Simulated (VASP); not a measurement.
Write the native input for VASP 6.6.1 that does the following.

| Item | Value |
| --- | --- |
| Task | single point |
| Functional | PBE-based screened hybrid |
| Potentials or basis | VASP PAW PBE potentials, release 64 (N, B) |
| Cutoff | 520 eV |
| k mesh | 6 × 6 × 3 |
| Occupations | fermi-dirac, width 0.05 eV |
| Spin | no spin polarisation |
| Dipole correction | no |
| Grid for exact exchange (PRECFOCK) | Normal |
| Share of exact exchange | 0.25 |
| Further INCAR settings | ALGO = Normal; EDIFF = 1e-07; NBANDS = 16 |
| Screening parameter | 0.15 1/Å |

BN:

```
N B
1.0
     2.55394    0.00000    0.00000
    -1.27697    2.21178    0.00000
     0.00000    0.00000    4.22685
N B
2 2
Direct
  0.33333 0.66667 0.12528
  0.66667 0.33333 0.62528
  0.33333 0.66667 0.49972
  0.66667 0.33333 0.99972
```

One way to write it, as run:

POSCAR

```
BN
1.0
    2.5539396017      0.0000000000      0.0000000000
   -1.2769698009      2.2117765748      0.0000000000
    0.0000000000      0.0000000000      4.2268550000
N B
2 2
Direct
    0.3333333333      0.6666666667      0.1252760000
    0.6666666667      0.3333333333      0.6252760000
    0.3333333333      0.6666666667      0.4997240000
    0.6666666667      0.3333333333      0.9997240000
```

INCAR.step1

```
SYSTEM = BN
  PREC = Accurate
  ENCUT = 520
  EDIFF = 1E-5
  ISMEAR = -1
  SIGMA = 0.05
  LREAL = .False.
  LASPH = .True.
  NELM = 100
  ALGO = Normal
  ISIF = 2
  LWAVE = .True.
  LCHARG = .False.
  NBANDS = 16
  GGA = PE
```

INCAR.step2

```
SYSTEM = BN
  PREC = Accurate
  ENCUT = 520
  EDIFF = 1E-7
  ISMEAR = -1
  SIGMA = 0.05
  LREAL = .False.
  LASPH = .True.
  NELM = 100
  ALGO = Normal
  ISIF = 2
  LWAVE = .False.
  LCHARG = .False.
  GGA = PE
  LHFCALC = .True.
  AEXX = 0.25
  HFSCREEN = 0.15
  PRECFOCK = Normal
  NBANDS = 16
  ISTART = 1
```

KPOINTS

```
Automatic mesh
0
Gamma
  6 6 3
  0 0 0
```

Potentials or basis: VASP PAW PBE potentials, release 64 (N, B).

The run is started by

```bash
$ cat potpaw_PBE.64/N/POTCAR potpaw_PBE.64/B/POTCAR > POTCAR
$ cp INCAR.step1 INCAR
$ mpirun -np 1 vasp_std > vasp.out
$ cp INCAR.step2 INCAR
$ mpirun -np 1 vasp_std > vasp.out
```

Results of the run:

```
Pressure               : -8.9 GPa
Largest force          : 0.035 eV/Å
Band gap on the k mesh : 6.70 eV, indirect (least direct gap 10.08 eV)
```

Caveat: the k points lie up to 0.50 Å⁻¹ apart; the PAW data sets were made with another functional, which shifts forces and pressure a little.

It took 11 min on 1 thread of AMD EPYC 7R13, with other jobs on the host, peak memory 0.21 GiB.
